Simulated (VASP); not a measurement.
# Ge (I4_1/amd) in VASP: a series of runs

The runs below take Ge through single point, with PBE.

Program: VASP 6.6.1. These are calculated values, not measurements. Logs are shortened: lines on timing, memory, paths and dates and some standing lists are left out, and cuts for length are marked.

**1. The cell of the first run**

The structure is tetragonal, space group I4_1/amd (No. 141). The conventional cell has a = 5.149 Å, b = 5.149 Å, c = 2.795 Å, α = 90.00°, β = 90.00°, γ = 90.00°. Ge (site symmetry -4m2) has 10 Ge at 2.67 to 3.32 Å within 3.5 Å.

**2. Single point, PBE**

INCAR

```
SYSTEM = Ge
PREC = Accurate
ENCUT = 520
EDIFF = 1E-6
ISMEAR = 0
SIGMA = 0.02
LREAL = .FALSE.
LASPH = .TRUE.
NELM = 80
ALGO = Normal
ISIF = 2
LWAVE = .FALSE.
LCHARG = .TRUE.
GGA = PE
LELF = .TRUE.
LVHAR = .TRUE.
NBANDS = 21
```

KPOINTS

```
regular mesh
0
G
  11 11 11
  0 0 0
```

POSCAR

```
Ge
1.0
   -2.5744897190      2.5744897190      1.3974126432
    2.5744897190     -2.5744897190      1.3974126432
    2.5744897190      2.5744897190     -1.3974126432
Ge
2
Direct
    0.5000000000      0.5000000000      0.0000000000
    0.2500000000      0.7500000000      0.5000000000
```

Potentials or basis: VASP PAW PBE potentials, release 64 (Ge_d).

On the command line:

```sh
cat potpaw_PBE.64/Ge_d/POTCAR > POTCAR
mpirun -np 1 vasp_std > vasp.out
```

OUTCAR:

```text
SYSTEM = Ge
   PREC = Accurate
   ENCUT = 520
   EDIFF = 1E-6
   ISMEAR = 0
   LREAL = .FALSE.
   LASPH = .TRUE.
   NELM = 80
   ISIF = 2
   GGA = PE

 ion  position               nearest neighbor table
   1  0.500  0.500  0.000-   2 2.67   2 2.67   2 2.67   2 2.67
   2  0.250  0.750  0.500-   1 2.67   1 2.67   1 2.67   1 2.67

  LATTYP: Found a body centered tetragonal cell.
 ALAT       =     5.1489794380
 C/A-ratio  =     0.5427920853

  Lattice vectors:

 A1 = (  -2.5744897190,   2.5744897190,   1.3974126432)
 A2 = (   2.5744897190,  -2.5744897190,   1.3974126432)
 A3 = (   2.5744897190,   2.5744897190,  -1.3974126432)

Analysis of symmetry for initial positions (statically):
=====================================================================
 Subroutine PRICEL returns:
 Original cell was already a primitive cell.

 Routine SETGRP: Setting up the symmetry group for a
 body centered tetragonal supercell.

 Subroutine GETGRP returns: Found 16 space group operations
 (whereof  8 operations were pure point group operations)
 out of a pool of 16 trial point group operations.

The static configuration has the point symmetry D_2d.
 The point group associated with its full space group is D_4h.

Analysis of symmetry for dynamics (positions and initial velocities):
=====================================================================
 Subroutine PRICEL returns:
 Original cell was already a primitive cell.

 Routine SETGRP: Setting up the symmetry group for a
 body centered tetragonal supercell.

 Subroutine GETGRP returns: Found 16 space group operations
 (whereof  8 operations were pure point group operations)
 out of a pool of 16 trial point group operations.

The dynamic configuration has the point symmetry D_2d.
 The point group associated with its full space group is D_4h.

 Subroutine INISYM returns: Found 16 space group operations
 (whereof  8 operations are pure point group operations),
 and found     1 'primitive' translations

----------------------------------------------------------------------------------------

                                     Primitive cell

  volume of cell :      37.0482

  direct lattice vectors                    reciprocal lattice vectors
    -2.574489719  2.574489719  1.397412643     0.000000000  0.194213244  0.357804119
     2.574489719 -2.574489719  1.397412643     0.194213244  0.000000000  0.357804119
     2.574489719  2.574489719 -1.397412643     0.194213244  0.194213244  0.000000000

  length of vectors
     3.899840602  3.899840602  3.899840602     0.407114937  0.407114937  0.274659004

  position of ions in fractional coordinates (direct lattice)
     0.500000000  0.500000000  0.000000000
     0.250000000  0.750000000  0.500000000

  ion indices of the primitive-cell ions
   primitive index   ion index
                 1           1
                 2           2

----------------------------------------------------------------------------------------

 KPOINTS: regular mesh

Automatic generation of k-mesh.
 Grid dimensions read from file:
 generate k-points for:   11   11   11

 Generating k-lattice:

  Cartesian coordinates                     Fractional coordinates (reciprocal lattice)
     0.000000000  0.017655749  0.032527647     0.090909091 -0.000000000  0.000000000
     0.017655749  0.000000000  0.032527647    -0.000000000  0.090909091  0.000000000
     0.017655749  0.017655749  0.000000000     0.000000000  0.000000000  0.090909091

  Length of vectors
     0.037010449  0.037010449  0.024969000

  Shift w.r.t. Gamma in fractional coordinates (k-lattice)
     0.000000000  0.000000000  0.000000000

 Subroutine IBZKPT returns following result:
 ===========================================

 Found    126 irreducible k-points:

 Following reciprocal coordinates:
            Coordinates               Weight
  0.000000  0.000000  0.000000      1.000000
  0.090909  0.000000 -0.000000      8.000000
  0.181818  0.000000 -0.000000      8.000000
  0.272727  0.000000  0.000000      8.000000
  0.363636  0.000000 -0.000000      8.000000
  0.454545  0.000000 -0.000000      8.000000
[... 16 lines left out ...]
 -0.272727  0.181818  0.000000     16.000000
 -0.181818  0.181818  0.000000      4.000000
 [... further k-points ...]
   k-points           NKPTS =    126   k-points in BZ     NKDIM =    126   number of bands    NBANDS=     21
   number of dos      NEDOS =    301   number of ions     NIONS =      2
   total plane-waves  NPLWV =  27000
   dimension x,y,z NGX =    30 NGY =   30 NGZ =   30
   dimension x,y,z NGXF=    60 NGYF=   60 NGZF=   60
   ions per type =               2
   NGX,Y,Z   is equivalent  to a cutoff of  12.79, 12.79, 12.79 a.u.
   NGXF,Y,Z  is equivalent  to a cutoff of  25.58, 25.58, 25.58 a.u.
 SYSTEM =  Ge
   PREC   = accura    normal or accurate (medium, high low for compatibility)
   ISTART =      0    job   : 0-new  1-cont  2-samecut
   ICHARG =      2    charge: 1-file 2-atom 10-const
   ISPIN  =      1    spin polarized calculation?
   LNONCOLLINEAR =      F non collinear calculations
   LSORBIT =      F    spin-orbit coupling
   LASPH  =      T    aspherical Exc in radial PAW
   ENCUT  =  520.0 eV  38.22 Ry    6.18 a.u.   7.25  7.25  7.25*2*pi/ulx,y,z
   NELM   =     80;   NELMIN=  2; NELMDL= -5     # of ELM steps
   EDIFF  = 0.1E-05   stopping-criterion for ELM
   LREAL  =      F    real-space projection
   EDIFFG = 0.1E-04   stopping-criterion for IOM
   NSW    =      0    number of steps for IOM
   IBRION =     -1    ionic relax: 0-MD 1-quasi-New 2-CG
   NFREE  =      0    steps in history (QN), initial steepest desc. (CG)
   ISIF   =      2    stress and relaxation
   ISYM   =      2    0-nonsym 1-usesym 2-fastsym
   POTIM  = 0.5000    time-step for ionic-motion
   TEBEG  =    0.0;   TEEND  =   0.0 temperature during run
   PSTRESS=    0.0 pullay stress
   NELECT =      28.0000    total number of electrons
   NUPDOWN=      -1.0000    fix difference up-down
   EMIN   =  10.00;   EMAX   =-10.00  energy-range for DOS
   EFERMI =   0.00;   METHOD = LEGACY
   ISMEAR =     0;   SIGMA  =   0.02  broadening in eV -4-tet -1-fermi 0-gaus
   EFERMI_NEDOS =   21; number of points for ismear=-14 and -15
   IALGO  =     38    algorithm
   IMIX   =      4    mixing-type and parameters
     AMIX     =   0.40;   BMIX     =  1.00
     AMIX_MAG =   1.60;   BMIX_MAG =  1.00
  volume/ion in A,a.u.               =      18.52       125.01
  Fermi-wavevector in a.u.,A,eV,Ry     =   1.491209  2.817976 30.255333  2.223704
  Thomas-Fermi vector in A             =   2.603893
   LORBIT       =      0    0 simple, 1 ext, 2 COOP (PROOUT), +10 PAW based schemes
   GGA     = PE    functional components
   LHFCALC =     F    Hartree Fock is set to
   AEXX    =    0.0000 exact exchange contribution
   IVDW    =     0    specifies the selected vdW correction
   LEPSILON=     F    determine dielectric tensor
   LRPA    =     F    only Hartree local field effects (RPA)
 non-spin polarized calculation
 Gauss-broadening in eV      SIGMA  =   0.02
  energy-cutoff  :      520.00
  volume of cell :       37.05
 maximum number of plane-waves:      1029
 NGX is ok and might be reduce to    30
   NGX = 15   NGY = 15   NGZ = 15

 number of electron      28.0000028 magnetization

 Free energy of the ion-electron system (eV)
  ---------------------------------------------------
  ext. energy  EPLUGINS =         0.00000000
  ---------------------------------------------------
  free energy    TOTEN  =        -8.55992816 eV

  energy without entropy =       -8.55949116  energy(sigma->0) =       -8.55970966

 E-fermi :   6.8488     XC(G=0): -11.3193

 val. band max:        6.8462364215   @ k =  -0.4545   0.0909   0.0000
 cond. band min:       6.8575627341   @ k =   0.2727   0.0909   0.0909
 fundamental gap:      0.0113263126
 Fermi energy:         6.8488269194

 k-point     1 :       0.0000    0.0000    0.0000
  band No.  band energies     occupation
      1     -17.9538      2.00000
      2     -17.9098      2.00000
      3     -17.8783      2.00000
      4     -17.8776      2.00000
      5     -17.7722      2.00000
      6     -17.7722      2.00000
[... 13 lines left out ...]
     20      18.3563      0.00000
     21      19.3364      0.00000

 k-point     2 :       0.0909    0.0000   -0.0000
  band No.  band energies     occupation
      1     -17.9506      2.00000
      2     -17.8988      2.00000
      3     -17.8741      2.00000
      4     -17.8644      2.00000
      5     -17.7808      2.00000
      6     -17.7793      2.00000
[... 13 lines left out ...]
     20      18.2560      0.00000
     21      18.9096      0.00000

 k-point     3 :       0.1818    0.0000   -0.0000
  band No.  band energies     occupation
      1     -17.9409      2.00000
      2     -17.8718      2.00000
      3     -17.8628      2.00000
      4     -17.8357      2.00000
      5     -17.7981      2.00000
      6     -17.7849      2.00000
[... 13 lines left out ...]
     20      16.6479      0.00000
     21      17.4923      0.00000

 k-point     4 :       0.2727    0.0000    0.0000
  band No.  band energies     occupation
      1     -17.9277      2.00000
      2     -17.8501      2.00000
      3     -17.8487      2.00000
      4     -17.8260      2.00000
      5     -17.8151      2.00000
      6     -17.7857      2.00000
[... 13 lines left out ...]
     20      15.3772      0.00000
     21      17.7520      0.00000

 k-point     5 :       0.3636    0.0000   -0.0000
  band No.  band energies     occupation
      1     -17.9166      2.00000
      2     -17.8510      2.00000
      3     -17.8459      2.00000
      4     -17.8370      2.00000
      5     -17.8151      2.00000
      6     -17.7975      2.00000
[... 13 lines left out ...]
     20      15.6798      0.00000
     21      18.8165      0.00000

 k-point     6 :       0.4545    0.0000   -0.0000
  band No.  band energies     occupation
      1     -17.9091      2.00000
      2     -17.8634      2.00000
      3     -17.8586      2.00000
      4     -17.8320      2.00000
      5     -17.8059      2.00000
      6     -17.8047      2.00000
[... 13 lines left out ...]
     20      18.2575      0.00000
     21      19.0022      0.00000

 k-point     7 :       0.0909    0.0909   -0.0000
  band No.  band energies     occupation
      1     -17.9445      2.00000
      2     -17.8702      2.00000
      3     -17.8661      2.00000
      4     -17.8305      2.00000
      5     -17.7968      2.00000
      6     -17.7932      2.00000
[... 13 lines left out ...]
     20      16.6121      0.00000
     21      17.0577      0.00000
[... 291 lines left out ...]
      1     -17.9042      2.00000
      2     -17.8648      2.00000
      3     -17.8527      2.00000
      4     -17.8204      2.00000
      5     -17.8121      2.00000
      6     -17.7873      2.00000
[... 13 lines left out ...]
     20      17.3711      0.00000
     21      18.4256      0.00000

 k-point    21 :      -0.4545    0.1818    0.0000
  band No.  band energies     occupation
      1     -17.9051      2.00000
      2     -17.8588      2.00000
      3     -17.8532      2.00000
      4     -17.8270      2.00000
      5     -17.8080      2.00000
      6     -17.7885      2.00000
[... 13 lines left out ...]
     20      17.2937      0.00000
     21      17.8691      0.00000

 k-point    22 :      -0.3636    0.1818    0.0000
  band No.  band energies     occupation
      1     -17.9144      2.00000
      2     -17.8789      2.00000
      3     -17.8596      2.00000
      4     -17.8375      2.00000
      5     -17.8014      2.00000
      6     -17.7799      2.00000
[... 13 lines left out ...]
     20      17.5187      0.00000
     21      18.7030      0.00000

 k-point    23 :      -0.2727    0.1818    0.0000
  band No.  band energies     occupation
      1     -17.9265      2.00000
      2     -17.9030      2.00000
      3     -17.8793      2.00000
      4     -17.8522      2.00000
      5     -17.7883      2.00000
      6     -17.7679      2.00000
[... 13 lines left out ...]
     20      19.1946      0.00000
     21      19.8094      0.00000

 k-point    24 :      -0.1818    0.1818    0.0000
  band No.  band energies     occupation
      1     -17.9365      2.00000
      2     -17.9126      2.00000
      3     -17.8870      2.00000
      4     -17.8628      2.00000
      5     -17.7803      2.00000
      6     -17.7642      2.00000
[... 13 lines left out ...]
     20      19.0105      0.00000
     21      19.4196      0.00000

 [... further k-points ...]

------------------------ aborting loop because EDIFF is reached ----------------------------------------

  FORCE on cell =-STRESS in cart. coord.  units (eV):
  Direction    XX          YY          ZZ          XY          YZ          ZX
  --------------------------------------------------------------------------------------
  -------------------------------------------------------------------------------------
  Total        0.6807998      0.6807998      0.7929200      0.0000000      0.0000000      0.0000000
  in kB       29.4417087     29.4417087     34.2904313      0.0000000      0.0000000      0.0000000
  external PRESSURE =      31.0579496 kB  Pullay stress =       0.0000000 kB

 VOLUME and BASIS-vectors are now :
 -----------------------------------------------------------------------------
  energy-cutoff  :      520.00
  volume of cell :       37.05
      direct lattice vectors                 reciprocal lattice vectors
    -2.574489719  2.574489719  1.397412643     0.000000000  0.194213244  0.357804119
     2.574489719 -2.574489719  1.397412643     0.194213244  0.000000000  0.357804119
     2.574489719  2.574489719 -1.397412643     0.194213244  0.194213244  0.000000000

 POSITION                                       TOTAL-FORCE (eV/Angst)
 -----------------------------------------------------------------------------------
      0.00000      0.00000      1.39741         0.000000      0.000000     -0.000000
      2.57449      0.00000      0.69871        -0.000000     -0.000000      0.000000
 -----------------------------------------------------------------------------------
    total drift:                                0.000000     -0.000000      0.000000

  FREE ENERGIE OF THE ION-ELECTRON SYSTEM (eV)
  ---------------------------------------------------
  free  energy   TOTEN  =        -8.5599281643 eV

  energy  without entropy=       -8.5594911637  energy(sigma->0) =       -8.55970966
```

Run time: 38 s. Hardware: 1 thread of Intel Xeon 6975P-C (Granite Rapids), shared host; peak memory 0.21 GiB.

What came out:

| Property | Result |
| --- | --- |
| Free energy | -8.5599 eV |
| Pressure | 3.1 GPa |
| Band gap on the k mesh | zero (bands 14 and 15 overlap by 4.71 eV) |

Caveat: the cell stands under pressure.

**3. Single point, PBE**

INCAR

```
SYSTEM = Ge
ALGO = Normal ; EDIFF = 1E-6
ENCUT = 520 ; GGA = PE
ISIF = 2 ; ISMEAR = 0
LASPH = .TRUE. ; LCHARG = .FALSE.
LREAL = .FALSE. ; LWAVE = .FALSE.
NBANDS = 21 ; NELM = 60
PREC = Accurate ; SIGMA = 0.020999999999999998
```

KPOINTS

```
k-points
0
G
  11 11 11
  0 0 0
```

POSCAR is that of step 2.

Potentials or basis: VASP PAW PBE potentials, release 64 (Ge_d).

On the command line:

```sh
cat potpaw_PBE.64/Ge_d/POTCAR > POTCAR
mpirun -np 1 vasp_std > vasp.out
```

Run time: 38 s. Hardware: 1 thread of Intel Xeon 6975P-C (Granite Rapids), shared host; peak memory 0.21 GiB.

It converged, with:

```yaml
Free_energy: -8.5600 eV
Pressure: 3.1 GPa
Band_gap_on_the_k_mesh: zero (bands 14 and 15 overlap by 4.71 eV)
```

Stress tensor (GPa, compression positive):
```
2.95 0.00 0.00
0.00 2.95 0.00
0.00 0.00 3.42
```

Levels at points of the mesh, in eV from the Fermi level:
| k point | band 11 | band 12 | band 13 | band 14 | band 15 | band 16 | band 17 | band 18 |
| --- | --- | --- | --- | --- | --- | --- | --- | --- |
| (0.00, 0.00, 0.00) | -13.35 | -4.11 | -2.39 | -2.39 | 3.24 | 7.56 | 7.56 | 8.11 |

Caveat: the cell stands under pressure.

**4. Single point, PBE**

INCAR

```
SYSTEM = Ge
PREC = Accurate
ENCUT = 520
EDIFF = 1E-7
ISMEAR = 0
SIGMA = 0.024
LREAL = .FALSE.
LASPH = .TRUE.
NELM = 60
ALGO = Normal
ISIF = 2
LWAVE = .FALSE.
LCHARG = .FALSE.
GGA = PE
NBANDS = 21
```

KPOINTS

```
regular mesh
0
G
  11 11 11
  0 0 0
```

POSCAR is that of step 3.

On the command line:

```sh
cat potpaw_PBE.64/Ge_d/POTCAR > POTCAR
mpirun -np 1 vasp_std > vasp.out
```

Wall time 49 s (1 thread of Intel Xeon 6975P-C (Granite Rapids), shared host); peak memory 0.21 GiB.

Results (log left out):

```
Free energy            : -8.5600 eV
Pressure               : 3.2 GPa
Band gap on the k mesh : zero (bands 14 and 15 overlap by 4.71 eV)
```

Stress tensor (GPa, compression positive):
```
3.10 0.00 0.00
0.00 3.10 0.00
0.00 0.00 3.53
```

Levels at points of the mesh, in eV from the Fermi level:
| k point | band 12 | band 13 | band 14 | band 15 | band 16 | band 17 |
| --- | --- | --- | --- | --- | --- | --- |
| (0.00, 0.00, 0.00) | -4.11 | -2.39 | -2.39 | 3.24 | 7.56 | 7.56 |

Caveat: the cell stands under pressure.

[end of part 1 of 2]
